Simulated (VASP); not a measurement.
Here is a VASP 6.6.1 calculation.

The input INCAR:

```
PREC = Accurate
ENCUT = 520
EDIFF = 1E-6
ISMEAR = 0
SIGMA = 0.01
LREAL = False
LASPH = True
NELM = 100
ALGO = Normal
ISIF = 2
LWAVE = False
LCHARG = True
LELF = True
LVHAR = True
NBANDS = 31
```

The input KPOINTS:

```
Automatic mesh
0
Gamma
  4 4 6
```

File POSCAR:

```
HfO2
1.0
    4.8768762245      0.0000000000      0.0000000000
    0.0000000000      4.8768762245      0.0000000000
    0.0000000000      0.0000000000      3.2475963504
Hf O
2 4
Direct
    0.0000000000      0.0000000000      0.0000000000
    0.5000000000      0.5000000000      0.5000000000
    0.1949550000      0.8050450000      0.5000000000
    0.3050450000      0.3050450000      0.0000000000
    0.6949550000      0.6949550000      0.0000000000
    0.8050450000      0.1949550000      0.5000000000
```

Potentials or basis: VASP PAW LDA potentials, release 64 (Hf_pv, O).

The run is started by

```bash
$ cat potpaw_LDA.64/Hf_pv/POTCAR potpaw_LDA.64/O/POTCAR > POTCAR
$ mpirun -np 1 vasp_std > vasp.out
```

(1) Predict the band gap on the k mesh.

(2) Estimate the largest force.

Results:

(1) 3.63 eV, direct.

(2) 0.196 eV/Å.

Caveat: spin-orbit coupling is left out, which moves the levels of the heavy elements.
